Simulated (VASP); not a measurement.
# InAs (Pm-3m) in VASP: single point with PBE

Aim: the single point of InAs with PBE.

Everything below comes from runs of VASP 6.6.1. Logs are shortened: lines on timing, memory, paths and dates and some standing lists are left out, and cuts for length are marked.

## (1) The cell of the first run

Symmetry: Pm-3m, No. 221, cubic system. The conventional cell has a = 3.954 Å, b = 3.954 Å, c = 3.954 Å, α = 90.00°, β = 90.00°, γ = 90.00°. Within 4.5 Å of In (site symmetry m-3m) lie 8 As at 3.42 Å and 6 In at 3.95 Å. As (site symmetry m-3m) has 8 In at 3.42 Å and 6 As at 3.95 Å within 4.5 Å.

## (2) Single point, PBE

INCAR reads:

```
SYSTEM = InAs
PREC     = Accurate       ! precision mode
ENCUT    = 520            ! plane-wave cutoff, eV
EDIFF    = 1E-7           ! SCF threshold, eV
ISMEAR   = 0              ! smearing method
SIGMA    = 0.1            ! smearing width, eV
LREAL    = .FALSE.        ! projectors in reciprocal space
LASPH    = .TRUE.         ! aspherical terms in the spheres
NELM     = 80             ! most SCF steps
ALGO     = Normal         ! electronic algorithm
ISIF     = 2              ! what is computed and relaxed
LWAVE    = .FALSE.        ! write WAVECAR
LCHARG   = .TRUE.         ! write CHGCAR
GGA      = PE             ! functional
LELF     = .TRUE.         ! ELF
LVHAR    = .TRUE.       
NBANDS   = 16             ! bands
```

KPOINTS reads:

```
regular mesh
0
G
  4 4 4
  0 0 0
```

POSCAR reads:

```
InAs
1.0
    3.9543572700      0.0000000000      0.0000000000
    0.0000000000      3.9543572700      0.0000000000
    0.0000000000      0.0000000000      3.9543572700
In As
1 1
Direct
    0.0000000000      0.0000000000      0.0000000000
    0.5000000000      0.5000000000      0.5000000000
```

Potentials or basis: VASP PAW PBE potentials, release 64 (In_d, As).

The run is started by

```sh
> cat potpaw_PBE.64/In_d/POTCAR potpaw_PBE.64/As/POTCAR > POTCAR
> mpirun -np 1 vasp_std > vasp.out
```

OUTCAR:

```text
SYSTEM = InAs
   PREC = Accurate
   ENCUT = 520
   EDIFF = 1E-7
   ISMEAR = 0
   LREAL = .FALSE.
   LASPH = .TRUE.
   NELM = 80
   ISIF = 2
   GGA = PE

 ion  position               nearest neighbor table
   1  0.000  0.000  0.000-   2 3.42   2 3.42   2 3.42   2 3.42   2 3.42   2 3.42   2 3.42   2 3.42

   2  0.500  0.500  0.500-   1 3.42   1 3.42   1 3.42   1 3.42   1 3.42   1 3.42   1 3.42   1 3.42

  LATTYP: Found a simple cubic cell.
 ALAT       =     3.9543572700

  Lattice vectors:

 A1 = (   3.9543572700,   0.0000000000,   0.0000000000)
 A2 = (   0.0000000000,   3.9543572700,   0.0000000000)
 A3 = (   0.0000000000,   0.0000000000,   3.9543572700)

Analysis of symmetry for initial positions (statically):
=====================================================================
 Subroutine PRICEL returns:
 Original cell was already a primitive cell.

 Routine SETGRP: Setting up the symmetry group for a
 simple cubic supercell.

 Subroutine GETGRP returns: Found 48 space group operations
 (whereof 48 operations were pure point group operations)
 out of a pool of 48 trial point group operations.

The static configuration has the point symmetry O_h .

Analysis of symmetry for dynamics (positions and initial velocities):
=====================================================================
 Subroutine PRICEL returns:
 Original cell was already a primitive cell.

 Routine SETGRP: Setting up the symmetry group for a
 simple cubic supercell.

 Subroutine GETGRP returns: Found 48 space group operations
 (whereof 48 operations were pure point group operations)
 out of a pool of 48 trial point group operations.

The dynamic configuration has the point symmetry O_h .

 Subroutine INISYM returns: Found 48 space group operations
 (whereof 48 operations are pure point group operations),
 and found     1 'primitive' translations

----------------------------------------------------------------------------------------

                                     Primitive cell

  volume of cell :      61.8341

  direct lattice vectors                    reciprocal lattice vectors
     3.954357270  0.000000000  0.000000000     0.252885597  0.000000000  0.000000000
     0.000000000  3.954357270  0.000000000     0.000000000  0.252885597  0.000000000
     0.000000000  0.000000000  3.954357270     0.000000000  0.000000000  0.252885597

  length of vectors
     3.954357270  3.954357270  3.954357270     0.252885597  0.252885597  0.252885597

  position of ions in fractional coordinates (direct lattice)
     0.000000000  0.000000000  0.000000000
     0.500000000  0.500000000  0.500000000

  ion indices of the primitive-cell ions
   primitive index   ion index
                 1           1
                 2           2

----------------------------------------------------------------------------------------

 KPOINTS: regular mesh

Automatic generation of k-mesh.
 Grid dimensions read from file:
 generate k-points for:    4    4    4

 Generating k-lattice:

  Cartesian coordinates                     Fractional coordinates (reciprocal lattice)
     0.063221399  0.000000000  0.000000000     0.250000000  0.000000000  0.000000000
     0.000000000  0.063221399  0.000000000     0.000000000  0.250000000  0.000000000
     0.000000000  0.000000000  0.063221399     0.000000000  0.000000000  0.250000000

  Length of vectors
     0.063221399  0.063221399  0.063221399

  Shift w.r.t. Gamma in fractional coordinates (k-lattice)
     0.000000000  0.000000000  0.000000000

 Subroutine IBZKPT returns following result:
 ===========================================

 Found     10 irreducible k-points:

 Following reciprocal coordinates:
            Coordinates               Weight
  0.000000  0.000000  0.000000      1.000000
  0.250000  0.000000  0.000000      6.000000
  0.500000  0.000000  0.000000      3.000000
  0.250000  0.250000  0.000000     12.000000
  0.500000  0.250000  0.000000     12.000000
  0.500000  0.500000  0.000000      3.000000
  0.250000  0.250000  0.250000      8.000000
  0.500000  0.250000  0.250000     12.000000
  0.500000  0.500000  0.250000      6.000000
  0.500000  0.500000  0.500000      1.000000
   k-points           NKPTS =     10   k-points in BZ     NKDIM =     10   number of bands    NBANDS=     16
   number of dos      NEDOS =    301   number of ions     NIONS =      2
   total plane-waves  NPLWV =  27000
   dimension x,y,z NGX =    30 NGY =   30 NGZ =   30
   dimension x,y,z NGXF=    60 NGYF=   60 NGZF=   60
   ions per type =               1   1
   NGX,Y,Z   is equivalent  to a cutoff of  12.61, 12.61, 12.61 a.u.
   NGXF,Y,Z  is equivalent  to a cutoff of  25.22, 25.22, 25.22 a.u.
 SYSTEM =  InAs
   PREC   = accura    normal or accurate (medium, high low for compatibility)
   ISTART =      0    job   : 0-new  1-cont  2-samecut
   ICHARG =      2    charge: 1-file 2-atom 10-const
   ISPIN  =      1    spin polarized calculation?
   LNONCOLLINEAR =      F non collinear calculations
   LSORBIT =      F    spin-orbit coupling
   LASPH  =      T    aspherical Exc in radial PAW
   ENCUT  =  520.0 eV  38.22 Ry    6.18 a.u.   7.35  7.35  7.35*2*pi/ulx,y,z
   NELM   =     80;   NELMIN=  2; NELMDL= -5     # of ELM steps
   EDIFF  = 0.1E-06   stopping-criterion for ELM
   LREAL  =      F    real-space projection
   EDIFFG = 0.1E-05   stopping-criterion for IOM
   NSW    =      0    number of steps for IOM
   IBRION =     -1    ionic relax: 0-MD 1-quasi-New 2-CG
   NFREE  =      0    steps in history (QN), initial steepest desc. (CG)
   ISIF   =      2    stress and relaxation
   ISYM   =      2    0-nonsym 1-usesym 2-fastsym
   POTIM  = 0.5000    time-step for ionic-motion
   TEBEG  =    0.0;   TEEND  =   0.0 temperature during run
   PSTRESS=    0.0 pullay stress
   NELECT =      18.0000    total number of electrons
   NUPDOWN=      -1.0000    fix difference up-down
   EMIN   =  10.00;   EMAX   =-10.00  energy-range for DOS
   EFERMI =   0.00;   METHOD = LEGACY
   ISMEAR =     0;   SIGMA  =   0.10  broadening in eV -4-tet -1-fermi 0-gaus
   EFERMI_NEDOS =   21; number of points for ismear=-14 and -15
   IALGO  =     38    algorithm
   IMIX   =      4    mixing-type and parameters
     AMIX     =   0.40;   BMIX     =  1.00
     AMIX_MAG =   1.60;   BMIX_MAG =  1.00
  volume/ion in A,a.u.               =      30.92       208.64
  Fermi-wavevector in a.u.,A,eV,Ry     =   1.084983  2.050321 16.016628  1.177189
  Thomas-Fermi vector in A             =   2.221086
   LORBIT       =      0    0 simple, 1 ext, 2 COOP (PROOUT), +10 PAW based schemes
   GGA     = PE    functional components
   LHFCALC =     F    Hartree Fock is set to
   AEXX    =    0.0000 exact exchange contribution
   IVDW    =     0    specifies the selected vdW correction
   LEPSILON=     F    determine dielectric tensor
   LRPA    =     F    only Hartree local field effects (RPA)
 non-spin polarized calculation
 Gauss-broadening in eV      SIGMA  =   0.10
  energy-cutoff  :      520.00
  volume of cell :       61.83
 maximum number of plane-waves:      1743
 NGX is ok and might be reduce to    30
   NGX = 15   NGY = 15   NGZ = 15

 number of electron      18.0000016 magnetization

 Free energy of the ion-electron system (eV)
  ---------------------------------------------------
  ext. energy  EPLUGINS =         0.00000000
  ---------------------------------------------------
  free energy    TOTEN  =        -6.35765821 eV

  energy without entropy =       -6.34319679  energy(sigma->0) =       -6.35042750

 E-fermi :   3.6446     XC(G=0):  -9.0846

 val. band max:        3.5913098001   @ k =   0.2500   0.0000   0.0000
 cond. band min:       3.6542445076   @ k =   0.2500   0.0000   0.0000
 fundamental gap:      0.0629347075
 Fermi energy:         3.6446446006

 k-point     1 :       0.0000    0.0000    0.0000
  band No.  band energies     occupation
      1     -10.4473      2.00000
      2     -10.4473      2.00000
      3     -10.3710      2.00000
      4     -10.3710      2.00000
      5     -10.3710      2.00000
      6      -7.1964      2.00000
[... 8 lines left out ...]
     15      10.5491      0.00000
     16      15.8455      0.00000

 k-point     2 :       0.2500    0.0000    0.0000
  band No.  band energies     occupation
      1     -10.4451      2.00000
      2     -10.4141      2.00000
      3     -10.3836      2.00000
      4     -10.3836      2.00000
      5     -10.3698      2.00000
      6      -6.8750      2.00000
[... 8 lines left out ...]
     15      11.8564      0.00000
     16      13.8458      0.00000

 k-point     3 :       0.5000    0.0000    0.0000
  band No.  band energies     occupation
      1     -10.4430      2.00000
      2     -10.3961      2.00000
      3     -10.3961      2.00000
      4     -10.3811      2.00000
      5     -10.3687      2.00000
      6      -6.4596      2.00000
[... 8 lines left out ...]
     15      11.7202      0.00000
     16      16.5406      0.00000

 k-point     4 :       0.2500    0.2500    0.0000
  band No.  band energies     occupation
      1     -10.4282      2.00000
      2     -10.4047      2.00000
      3     -10.3949      2.00000
      4     -10.3825      2.00000
      5     -10.3809      2.00000
      6      -6.5708      2.00000
[... 8 lines left out ...]
     15      13.0067      0.00000
     16      13.0733      0.00000

 k-point     5 :       0.5000    0.2500    0.0000
  band No.  band energies     occupation
      1     -10.4253      2.00000
      2     -10.4223      2.00000
      3     -10.3935      2.00000
      4     -10.3798      2.00000
      5     -10.3646      2.00000
      6      -6.1938      2.00000
[... 8 lines left out ...]
     15      13.6460      0.00000
     16      13.8334      0.00000

 k-point     6 :       0.5000    0.5000    0.0000
  band No.  band energies     occupation
      1     -10.4531      2.00000
      2     -10.4104      2.00000
      3     -10.3909      2.00000
      4     -10.3909      2.00000
      5     -10.3393      2.00000
      6      -5.8852      2.00000
[... 8 lines left out ...]
     15      12.4367      0.00000
     16      12.4367      0.00000

 k-point     7 :       0.2500    0.2500    0.2500
  band No.  band energies     occupation
      1     -10.4065      2.00000
      2     -10.3969      2.00000
      3     -10.3969      2.00000
      4     -10.3922      2.00000
      5     -10.3922      2.00000
      6      -6.3037      2.00000
[... 8 lines left out ...]
     15      12.7376      0.00000
     16      13.5564      0.00000

 k-point     8 :       0.5000    0.2500    0.2500
  band No.  band energies     occupation
      1     -10.4228      2.00000
      2     -10.4108      2.00000
      3     -10.3943      2.00000
      4     -10.3917      2.00000
      5     -10.3582      2.00000
      6      -5.9847      2.00000
[... 8 lines left out ...]
     15      13.2215      0.00000
     16      13.7969      0.00000

 k-point     9 :       0.5000    0.5000    0.2500
  band No.  band energies     occupation
      1     -10.4394      2.00000
      2     -10.4084      2.00000
      3     -10.4084      2.00000
      4     -10.3743      2.00000
      5     -10.3386      2.00000
      6      -5.7472      2.00000
[... 8 lines left out ...]
     15      15.1069      0.00000
     16      15.1069      0.00000

 k-point    10 :       0.5000    0.5000    0.5000
  band No.  band energies     occupation
      1     -10.4258      2.00000
      2     -10.4258      2.00000
      3     -10.4258      2.00000
      4     -10.3379      2.00000
      5     -10.3379      2.00000
      6      -5.5938      2.00000
[... 8 lines left out ...]
     15      17.0039      0.00000
     16      17.0039      0.00000

------------------------ aborting loop because EDIFF is reached ----------------------------------------

  FORCE on cell =-STRESS in cart. coord.  units (eV):
  Direction    XX          YY          ZZ          XY          YZ          ZX
  --------------------------------------------------------------------------------------
  -------------------------------------------------------------------------------------
  Total       -2.8757449     -2.8757449     -2.8757449      0.0000000     -0.0000000      0.0000000
  in kB      -74.5132022    -74.5132022    -74.5132022      0.0000000     -0.0000000      0.0000000
  external PRESSURE =     -74.5132022 kB  Pullay stress =       0.0000000 kB

 VOLUME and BASIS-vectors are now :
 -----------------------------------------------------------------------------
  energy-cutoff  :      520.00
  volume of cell :       61.83
      direct lattice vectors                 reciprocal lattice vectors
     3.954357270  0.000000000  0.000000000     0.252885597  0.000000000  0.000000000
     0.000000000  3.954357270  0.000000000     0.000000000  0.252885597  0.000000000
     0.000000000  0.000000000  3.954357270     0.000000000  0.000000000  0.252885597

 POSITION                                       TOTAL-FORCE (eV/Angst)
 -----------------------------------------------------------------------------------
      0.00000      0.00000      0.00000         0.000000      0.000000      0.000000
      1.97718      1.97718      1.97718         0.000000      0.000000      0.000000
 -----------------------------------------------------------------------------------
    total drift:                                0.000000     -0.000000     -0.000000

  FREE ENERGIE OF THE ION-ELECTRON SYSTEM (eV)
  ---------------------------------------------------
  free  energy   TOTEN  =        -6.3576582109 eV

  energy  without entropy=       -6.3431967858  energy(sigma->0) =       -6.35042750
```

It took 15 s on 1 thread of Intel Xeon 6975P-C, shared host; peak memory 0.16 GiB.

Results:

```yaml
Free_energy: -6.3577 eV
Pressure: -7.5 GPa
Band_gap_on_the_k_mesh: zero (band 9 reaches 4.23 eV, above the bottom of band 10 at 2.15 eV)
```

Levels at points of the mesh, in eV from the Fermi level:
| k point | band 5 | band 6 | band 7 | band 8 | band 9 | band 10 | band 11 | band 12 | band 13 | band 14 |
| --- | --- | --- | --- | --- | --- | --- | --- | --- | --- | --- |
| (0.00, 0.00, 0.00) | -14.02 | -10.84 | -3.39 | -0.41 | -0.41 | -0.41 | 5.09 | 5.09 | 6.90 | 6.90 |
| (0.50, 0.00, 0.00) | -14.01 | -10.10 | -5.63 | 0.58 | 0.58 | 1.43 | 1.64 | 4.40 | 4.40 | 6.60 |
| (0.50, 0.50, 0.00) | -13.98 | -9.53 | -3.44 | -3.06 | -3.06 | 0.92 | 5.07 | 5.07 | 5.98 | 6.69 |
| (0.50, 0.50, 0.50) | -13.98 | -9.24 | -2.02 | -1.49 | -1.49 | -1.49 | 0.72 | 0.72 | 0.72 | 13.36 |

Caveat: the k points lie up to 0.40 Å⁻¹ apart; spin-orbit coupling is left out, which moves the levels of the heavy elements.
